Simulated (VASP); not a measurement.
# GeSe (Pnma) in VASP: notebook

Runs on GeSe. Level: PBE+D3(BJ). Tasks: single point, relaxation of cell and atoms.

Program: VASP 6.6.1. These are calculated values, not measurements. Logs are shortened: lines on timing, memory, paths and dates and some standing lists are left out, and cuts for length are marked.

**1. The cell of the first run**

The structure is orthorhombic, space group Pnma (No. 62). The conventional cell has a = 10.993 Å, b = 3.879 Å, c = 4.426 Å, α = 90.00°, β = 90.00°, γ = 90.00°. Ge (site symmetry m) has 5 Se at 2.58 to 3.34 Å within 3.4 Å. Within 3.4 Å of Se (site symmetry m) lie 5 Ge at 2.58 to 3.34 Å.

**2. Single point, PBE+D3(BJ)**

Input file INCAR:

```
  PREC = Accurate
  ENCUT = 500
  EDIFF = 1E-6
  ISMEAR = 0
  SIGMA = 0.02
  LREAL = False
  LASPH = True
  NELM = 120
  ALGO = Normal
  ISIF = 2
  LWAVE = False
  LCHARG = False
  GGA = PE
  IVDW = 12
  NBANDS = 50
  GGA_COMPAT = False
```

Input file KPOINTS:

```
Automatic mesh
0
Gamma
  2 6 6
```

Input file POSCAR:

```
GeSe
1.0
   10.9928946947      0.0000000000      0.0000000000
    0.0000000000      3.8791199149      0.0000000000
    0.0000000000      0.0000000000      4.4263554618
Ge Se
4 4
Direct
    0.1236558755      0.7500000000      0.8891644452
    0.6236558755      0.7500000000      0.6108355548
    0.3763441245      0.2500000000      0.3891644452
    0.8763441245      0.2500000000      0.1108355548
    0.8539992772      0.7500000000      0.4985343383
    0.3539992772      0.7500000000      0.0014656617
    0.6460007228      0.2500000000      0.9985343383
    0.1460007228      0.2500000000      0.5014656617
```

Potentials or basis: VASP PAW PBE potentials, release 64 (Ge_d, Se).

Started as:

```bash
> cat potpaw_PBE.64/Ge_d/POTCAR potpaw_PBE.64/Se/POTCAR > POTCAR
> mpirun -np 1 vasp_std > vasp.out
```

OUTCAR:

```text
PREC = Accurate
   ENCUT = 500
   EDIFF = 1E-6
   ISMEAR = 0
   LREAL = False
   LASPH = True
   NELM = 120
   ISIF = 2
   GGA = PE
   IVDW = 12
 IVDW          = 12

 ion  position               nearest neighbor table
   1  0.124  0.750  0.889-   6 2.58   8 2.60   8 2.60
   2  0.624  0.750  0.611-   5 2.58   7 2.60   7 2.60
   3  0.376  0.250  0.389-   8 2.58   6 2.60   6 2.60
   4  0.876  0.250  0.111-   7 2.58   5 2.60   5 2.60
   5  0.854  0.750  0.499-   2 2.58   4 2.60   4 2.60
   6  0.354  0.750  0.001-   1 2.58   3 2.60   3 2.60
   7  0.646  0.250  0.999-   4 2.58   2 2.60   2 2.60
   8  0.146  0.250  0.501-   3 2.58   1 2.60   1 2.60

  LATTYP: Found a simple orthorhombic cell.
 ALAT       =     3.8791199149
 B/A-ratio  =     1.1410720882
 C/A-ratio  =     2.8338630761

  Lattice vectors:

 A1 = (   0.0000000000,   3.8791199149,   0.0000000000)
 A2 = (   0.0000000000,   0.0000000000,   4.4263554618)
 A3 = (  10.9928946947,   0.0000000000,   0.0000000000)

Analysis of symmetry for initial positions (statically):
=====================================================================
 Subroutine PRICEL returns:
 Original cell was already a primitive cell.

 Routine SETGRP: Setting up the symmetry group for a
 simple orthorhombic supercell.

 Subroutine GETGRP returns: Found  8 space group operations
 (whereof  2 operations were pure point group operations)
 out of a pool of  8 trial point group operations.

The static configuration has the point symmetry S_2 .
 The point group associated with its full space group is D_2h.

Analysis of symmetry for dynamics (positions and initial velocities):
=====================================================================
 Subroutine PRICEL returns:
 Original cell was already a primitive cell.

 Routine SETGRP: Setting up the symmetry group for a
 simple orthorhombic supercell.

 Subroutine GETGRP returns: Found  8 space group operations
 (whereof  2 operations were pure point group operations)
 out of a pool of  8 trial point group operations.

The dynamic configuration has the point symmetry S_2 .
 The point group associated with its full space group is D_2h.

 Subroutine INISYM returns: Found  8 space group operations
 (whereof  2 operations are pure point group operations),
 and found     1 'primitive' translations

----------------------------------------------------------------------------------------

                                     Primitive cell

  volume of cell :     188.7520

  direct lattice vectors                    reciprocal lattice vectors
    10.992894695  0.000000000  0.000000000     0.090967850  0.000000000  0.000000000
     0.000000000  3.879119915  0.000000000     0.000000000  0.257790432  0.000000000
     0.000000000  0.000000000  4.426355462     0.000000000  0.000000000  0.225919497

  length of vectors
    10.992894695  3.879119915  4.426355462     0.090967850  0.257790432  0.225919497

  position of ions in fractional coordinates (direct lattice)
     0.123655875  0.750000000  0.889164445
     0.623655875  0.750000000  0.610835555
     0.376344125  0.250000000  0.389164445
     0.876344125  0.250000000  0.110835555
     0.853999277  0.750000000  0.498534338
     0.353999277  0.750000000  0.001465662
     0.646000723  0.250000000  0.998534338
     0.146000723  0.250000000  0.501465662

  ion indices of the primitive-cell ions
   primitive index   ion index
                 1           1
                 2           2
                 3           3
                 4           4
                 5           5
                 6           6
                 7           7
                 8           8

----------------------------------------------------------------------------------------

 KPOINTS: Automatic mesh

Automatic generation of k-mesh.
 Grid dimensions read from file:
 generate k-points for:    2    6    6

 Generating k-lattice:

  Cartesian coordinates                     Fractional coordinates (reciprocal lattice)
     0.045483925  0.000000000  0.000000000     0.500000000  0.000000000  0.000000000
     0.000000000  0.042965072  0.000000000     0.000000000  0.166666667  0.000000000
     0.000000000  0.000000000  0.037653250     0.000000000  0.000000000  0.166666667

  Length of vectors
     0.045483925  0.042965072  0.037653250

  Shift w.r.t. Gamma in fractional coordinates (k-lattice)
     0.000000000  0.000000000  0.000000000

 Subroutine IBZKPT returns following result:
 ===========================================

 Found     32 irreducible k-points:

 Following reciprocal coordinates:
            Coordinates               Weight
  0.000000  0.000000  0.000000      1.000000
  0.500000  0.000000  0.000000      1.000000
  0.000000  0.166667  0.000000      2.000000
  0.500000  0.166667  0.000000      2.000000
  0.000000  0.333333  0.000000      2.000000
  0.500000  0.333333  0.000000      2.000000
[... 16 lines left out ...]
  0.000000  0.500000  0.333333      2.000000
  0.500000  0.500000  0.333333      2.000000
 [... further k-points ...]
   k-points           NKPTS =     32   k-points in BZ     NKDIM =     32   number of bands    NBANDS=     50
   number of dos      NEDOS =    301   number of ions     NIONS =      8
   total plane-waves  NPLWV =  71680
   dimension x,y,z NGX =    80 NGY =   28 NGZ =   32
   dimension x,y,z NGXF=   160 NGYF=   56 NGZF=   64
   ions per type =               4   4
   NGX,Y,Z   is equivalent  to a cutoff of  12.10, 12.00, 12.02 a.u.
   NGXF,Y,Z  is equivalent  to a cutoff of  24.20, 24.00, 24.04 a.u.
 SYSTEM =  unknown system
   PREC   = accura    normal or accurate (medium, high low for compatibility)
   ISTART =      0    job   : 0-new  1-cont  2-samecut
   ICHARG =      2    charge: 1-file 2-atom 10-const
   ISPIN  =      1    spin polarized calculation?
   LNONCOLLINEAR =      F non collinear calculations
   LSORBIT =      F    spin-orbit coupling
   LASPH  =      T    aspherical Exc in radial PAW
   ENCUT  =  500.0 eV  36.75 Ry    6.06 a.u.  20.04  7.07  8.07*2*pi/ulx,y,z
   NELM   =    120;   NELMIN=  2; NELMDL= -5     # of ELM steps
   EDIFF  = 0.1E-05   stopping-criterion for ELM
   LREAL  =      F    real-space projection
   EDIFFG = 0.1E-04   stopping-criterion for IOM
   NSW    =      0    number of steps for IOM
   IBRION =     -1    ionic relax: 0-MD 1-quasi-New 2-CG
   NFREE  =      0    steps in history (QN), initial steepest desc. (CG)
   ISIF   =      2    stress and relaxation
   ISYM   =      2    0-nonsym 1-usesym 2-fastsym
   POTIM  = 0.5000    time-step for ionic-motion
   TEBEG  =    0.0;   TEEND  =   0.0 temperature during run
   PSTRESS=    0.0 pullay stress
   NELECT =      80.0000    total number of electrons
   NUPDOWN=      -1.0000    fix difference up-down
   EMIN   =  10.00;   EMAX   =-10.00  energy-range for DOS
   EFERMI =   0.00;   METHOD = LEGACY
   ISMEAR =     0;   SIGMA  =   0.02  broadening in eV -4-tet -1-fermi 0-gaus
   EFERMI_NEDOS =   21; number of points for ismear=-14 and -15
   IALGO  =     38    algorithm
   IMIX   =      4    mixing-type and parameters
     AMIX     =   0.40;   BMIX     =  1.00
     AMIX_MAG =   1.60;   BMIX_MAG =  1.00
  volume/ion in A,a.u.               =      23.59       159.22
  Fermi-wavevector in a.u.,A,eV,Ry     =   1.229724  2.323841 20.575017  1.512221
  Thomas-Fermi vector in A             =   2.364600
   LORBIT       =      0    0 simple, 1 ext, 2 COOP (PROOUT), +10 PAW based schemes
   GGA     = PE    functional components
   LHFCALC =     F    Hartree Fock is set to
   AEXX    =    0.0000 exact exchange contribution
   IVDW    =    12    specifies the selected vdW correction
   LEPSILON=     F    determine dielectric tensor
   LRPA    =     F    only Hartree local field effects (RPA)
 non-spin polarized calculation
 Gauss-broadening in eV      SIGMA  =   0.02
  energy-cutoff  :      500.00
  volume of cell :      188.75
 maximum number of plane-waves:      4840
   NGX = 41   NGY = 15   NGZ = 17

 number of electron      80.0000098 magnetization

 Free energy of the ion-electron system (eV)
  ---------------------------------------------------
  ext. energy  EPLUGINS =         0.00000000
  ---------------------------------------------------
  free energy    TOTEN  =       -33.83211380 eV

  energy without entropy =      -33.83211380  energy(sigma->0) =      -33.83211380

 E-fermi :   4.2227     XC(G=0):  -9.8040

 val. band max:        4.0959262878   @ k =   0.0000   0.0000   0.3333
 cond. band min:       4.8115517652   @ k =   0.0000   0.0000   0.0000
 fundamental gap:      0.7156254775
 Fermi energy:         4.2227258565

 k-point     1 :       0.0000    0.0000    0.0000
  band No.  band energies     occupation
      1     -20.4643      2.00000
      2     -20.4625      2.00000
      3     -20.4614      2.00000
      4     -20.4603      2.00000
      5     -20.4600      2.00000
      6     -20.4600      2.00000
[... 42 lines left out ...]
     49       9.0156      0.00000
     50       9.3234      0.00000

 k-point     2 :       0.5000    0.0000    0.0000
  band No.  band energies     occupation
      1     -20.4635      2.00000
      2     -20.4635      2.00000
      3     -20.4610      2.00000
      4     -20.4610      2.00000
      5     -20.4594      2.00000
      6     -20.4594      2.00000
[... 42 lines left out ...]
     49       9.2270      0.00000
     50       9.2347      0.00000

 k-point     3 :       0.0000    0.1667    0.0000
  band No.  band energies     occupation
      1     -20.4630      2.00000
      2     -20.4627      2.00000
      3     -20.4624      2.00000
      4     -20.4614      2.00000
      5     -20.4595      2.00000
      6     -20.4593      2.00000
[... 42 lines left out ...]
     49       8.0732      0.00000
     50       8.9243      0.00000

 k-point     4 :       0.5000    0.1667    0.0000
  band No.  band energies     occupation
      1     -20.4629      2.00000
      2     -20.4629      2.00000
      3     -20.4618      2.00000
      4     -20.4618      2.00000
      5     -20.4595      2.00000
      6     -20.4595      2.00000
[... 999 lines left out ...]
 k-point    23 :       0.0000    0.5000    0.3333
  band No.  band energies     occupation
      1     -20.4663      2.00000
      2     -20.4663      2.00000
      3     -20.4657      2.00000
      4     -20.4657      2.00000
      5     -20.4548      2.00000
      6     -20.4548      2.00000
[... 42 lines left out ...]
     49       8.8926      0.00000
     50       8.8926      0.00000

 k-point    24 :       0.5000    0.5000    0.3333
  band No.  band energies     occupation
      1     -20.4660      2.00000
      2     -20.4660      2.00000
      3     -20.4660      2.00000
      4     -20.4660      2.00000
      5     -20.4545      2.00000
      6     -20.4545      2.00000
[... 42 lines left out ...]
     49       9.7158      0.00000
     50       9.7158      0.00000

 [... further k-points ...]

------------------------ aborting loop because EDIFF is reached ----------------------------------------

 Edisp (eV)   -2.85950

 E8    (eV) :    -1.2291

  FORCE on cell =-STRESS in cart. coord.  units (eV):
  Direction    XX          YY          ZZ          XY          YZ          ZX
  --------------------------------------------------------------------------------------
  -------------------------------------------------------------------------------------
  Total       0.03632    -0.02177    -0.07969     0.00000     0.00000     0.00000
  in kB       0.30831    -0.18481    -0.67641     0.00000     0.00000     0.00000
  external pressure =       -0.18 kB  Pullay stress =        0.00 kB

 VOLUME and BASIS-vectors are now :
 -----------------------------------------------------------------------------
  energy-cutoff  :      500.00
  volume of cell :      188.75
      direct lattice vectors                 reciprocal lattice vectors
    10.992894695  0.000000000  0.000000000     0.090967850  0.000000000  0.000000000
     0.000000000  3.879119915  0.000000000     0.000000000  0.257790432  0.000000000
     0.000000000  0.000000000  4.426355462     0.000000000  0.000000000  0.225919497

 POSITION                                       TOTAL-FORCE (eV/Angst)
 -----------------------------------------------------------------------------------
      1.35934      2.90934      3.93576        -0.003895     -0.000000      0.005826
      6.85578      2.90934      2.70378        -0.003895      0.000000     -0.005826
      4.13711      0.96978      1.72258         0.003895     -0.000000      0.005826
      9.63356      0.96978      0.49060         0.003895      0.000000     -0.005826
      9.38792      2.90934      2.20669         0.024102     -0.000000      0.009772
      3.89148      2.90934      0.00649         0.024102     -0.000000     -0.009772
      7.10142      0.96978      4.41987        -0.024102     -0.000000      0.009772
      1.60497      0.96978      2.21967        -0.024102     -0.000000     -0.009772
 -----------------------------------------------------------------------------------
    total drift:                                0.000000      0.000000      0.000000

  FREE ENERGIE OF THE ION-ELECTRON SYSTEM (eV)
  ---------------------------------------------------
  free  energy   TOTEN  =       -36.6916150144 eV

  energy  without entropy=      -36.6916150144  energy(sigma->0) =      -36.69161501
```

Run time: 1.9 min. Hardware: 1 thread of Intel Xeon 6975P-C (Granite Rapids), shared host; peak memory 0.38 GiB.

What came out:

| Item | Value |
| --- | --- |
| Free energy | -36.6916 eV |
| Pressure | 0.0 GPa |
| Largest force | 0.026 eV/Å |
| Band gap on the k mesh | 0.72 eV, indirect (least direct gap 0.88 eV) |
| Dispersion energy per atom | -0.357 eV |

Forces in eV/Å, atoms in the order of the input:
```
Ge  -0.004  0.000  0.006
Ge  -0.004  0.000 -0.006
Ge   0.004  0.000  0.006
Ge   0.004  0.000 -0.006
Se   0.024  0.000  0.010
Se   0.024  0.000 -0.010
Se  -0.024  0.000  0.010
Se  -0.024  0.000 -0.010
```

Levels at points of the mesh, in eV from the valence-band top:
```tsv
k point	band 38	band 39	band 40	band 41	band 42	band 43
(0.00, 0.00, 0.00)	-1.08	-0.79	-0.16	0.72	2.66	2.67
(0.50, 0.00, 0.00)	-1.67	-0.42	-0.42	2.35	2.35	2.41
(0.00, 0.50, 0.00)	-1.38	-1.18	-1.18	1.14	1.14	1.25
(0.50, 0.50, 0.00)	-1.49	-1.49	-1.49	1.50	1.50	1.50
(0.00, 0.00, 0.50)	-0.95	-0.39	-0.39	1.26	1.26	1.95
(0.50, 0.00, 0.50)	-0.58	-0.52	-0.52	1.30	1.30	1.93
(0.00, 0.50, 0.50)	-2.12	-1.49	-1.49	2.87	2.87	3.23
(0.50, 0.50, 0.50)	-1.46	-1.46	-1.46	2.58	2.58	2.58
```

A k mesh can miss the band edges.

**3. Relaxation of cell and atoms, PBE+D3(BJ)**

This run uses another cell than the first one, of 22.57 Å³/atom, 0.956 times its volume.

Input file INCAR:

```
ALGO     = Normal         # electronic algorithm
EDIFF    = 1E-7           # SCF threshold, eV
EDIFFG   = -0.02          # ionic threshold
ENCUT    = 500            # plane-wave cutoff, eV
GGA      = PE             # functional
GGA_COMPAT= F            
IBRION   = 2              # ionic algorithm
ISIF     = 3              # what is computed and relaxed
ISMEAR   = 0              # smearing method
IVDW     = 12             # dispersion correction
LASPH    = T              # aspherical terms in the spheres
LCHARG   = F              # write CHGCAR
LREAL    = F              # projectors in reciprocal space
LWAVE    = F              # write WAVECAR
NELM     = 120            # most SCF steps
NELMIN   = 4            
NSW      = 90             # ionic steps
PREC     = Accurate       # precision mode
SIGMA    = 0.02           # smearing width, eV
```

Input file KPOINTS:

```
k-points
0
Gamma
  2 6 6
```

Input file POSCAR:

```
GeSe
1.0
   10.7900000000      0.0000000000      0.0000000000
    0.0000000000      3.8200000000      0.0000000000
    0.0000000000      0.0000000000      4.3800000000
Ge Se
4 4
Direct
    0.1210000000      0.7500000000      0.8940000000
    0.6210000000      0.7500000000      0.6060000000
    0.3790000000      0.2500000000      0.3940000000
    0.8790000000      0.2500000000      0.1060000000
    0.8520000000      0.7500000000      0.4970000000
    0.3520000000      0.7500000000      0.0030000000
    0.6480000000      0.2500000000      0.9970000000
    0.1480000000      0.2500000000      0.5030000000
```

Potentials or basis: VASP PAW PBE potentials, release 64 (Ge_d, Se).

Started as:

```bash
> cat potpaw_PBE.64/Ge_d/POTCAR potpaw_PBE.64/Se/POTCAR > POTCAR
> mpirun -np 1 vasp_std > vasp.out
```

Wall time 20 min (1 thread of Intel Xeon 6975P-C (Granite Rapids), shared host); peak memory 0.4 GiB.

The run converged. Its results:

```
Free energy                            : -36.6877 eV
Relaxed volume                         : 23.57 Å³/atom
Relaxed cell                           : a = 10.979 Å, b = 3.873 Å, c = 4.435 Å, α = 90.00°, β = 90.00°, γ = 90.00°
Space group after relaxing (to 0.05 Å) : Pnma (No. 62)
Energy gained by relaxing              : 12.1 meV/atom
Ionic steps                            : 15
Pressure after relaxing                : 0.0 GPa
Largest force after relaxing           : 0.016 eV/Å
Band gap on the k mesh                 : 0.72 eV, indirect (least direct gap 0.88 eV)
Dispersion energy per atom             : -0.358 eV
```

Forces on the atoms (eV/Å):
```
Ge  -0.006  0.000  0.004
Ge  -0.006  0.000 -0.004
Ge   0.006  0.000  0.004
Ge   0.006  0.000 -0.004
Se   0.005  0.000  0.015
Se   0.005  0.000 -0.015
Se  -0.005  0.000  0.015
Se  -0.005  0.000 -0.015
```

Stress tensor (GPa, compression positive):
```
 0.08  0.00  0.00
 0.00  0.11  0.00
 0.00  0.00 -0.07
```

Step by step:
| step | energy change (eV) | largest force (eV/Å) | pressure (GPa) | volume (Å³) |
| --- | --- | --- | --- | --- |
| 1 | 0.0000 | 0.2359 | 3.37 | 180.53 |
| 2 | -0.0407 | 0.3059 | -2.43 | 193.24 |
| 3 | -0.0854 | 0.1487 | -0.09 | 187.94 |
| 4 | -0.0855 | 0.1444 | -0.02 | 187.79 |
| 5 | -0.0901 | 0.0990 | 0.00 | 187.96 |
| 6 | -0.0924 | 0.0582 | 0.04 | 188.17 |
| 7 | -0.0925 | 0.0560 | 0.07 | 188.20 |
| 8 | -0.0938 | 0.0387 | -0.05 | 188.58 |
| 9 | -0.0941 | 0.0350 | -0.14 | 188.86 |
| 10 | -0.0950 | 0.0467 | 0.09 | 188.42 |
| 11 | -0.0950 | 0.0507 | 0.18 | 188.27 |
| 12 | -0.0956 | 0.0426 | 0.14 | 188.33 |
| 13 | -0.0964 | 0.0242 | 0.08 | 188.47 |
| 14 | -0.0957 | 0.0237 | -0.04 | 188.75 |
| 15 | -0.0965 | 0.0157 | 0.04 | 188.55 |

Final structure:
```
Ge Se
1.0
    10.97871    0.00000    0.00000
     0.00000    3.87259    0.00000
     0.00000    0.00000    4.43488
Ge Se
4 4
Direct
  0.12393 0.75000 0.89052
  0.62393 0.75000 0.60948
  0.37607 0.25000 0.39052
  0.87607 0.25000 0.10948
  0.85455 0.75000 0.49705
  0.35455 0.75000 0.00295
  0.64545 0.25000 0.99705
  0.14545 0.25000 0.50295
```

Levels at points of the mesh, in eV from the valence-band top:
| k point | band 37 | band 38 | band 39 | band 40 | band 41 | band 42 | band 43 | band 44 |
| --- | --- | --- | --- | --- | --- | --- | --- | --- |
| (0.00, 0.00, 0.00) | -1.38 | -1.08 | -0.83 | -0.15 | 0.72 | 2.67 | 2.67 | 2.68 |
| (0.50, 0.00, 0.00) | -1.67 | -1.67 | -0.44 | -0.44 | 2.36 | 2.36 | 2.41 | 2.41 |
| (0.00, 0.50, 0.00) | -1.39 | -1.39 | -1.19 | -1.19 | 1.12 | 1.12 | 1.23 | 1.23 |
| (0.50, 0.50, 0.00) | -1.50 | -1.50 | -1.50 | -1.50 | 1.49 | 1.49 | 1.49 | 1.49 |
| (0.00, 0.00, 0.50) | -0.94 | -0.94 | -0.38 | -0.38 | 1.26 | 1.26 | 1.95 | 1.95 |
| (0.50, 0.00, 0.50) | -0.58 | -0.58 | -0.51 | -0.51 | 1.31 | 1.31 | 1.93 | 1.93 |
| (0.00, 0.50, 0.50) | -2.11 | -2.11 | -1.51 | -1.51 | 2.88 | 2.88 | 3.22 | 3.22 |
| (0.50, 0.50, 0.50) | -1.46 | -1.46 | -1.46 | -1.46 | 2.58 | 2.58 | 2.58 | 2.58 |
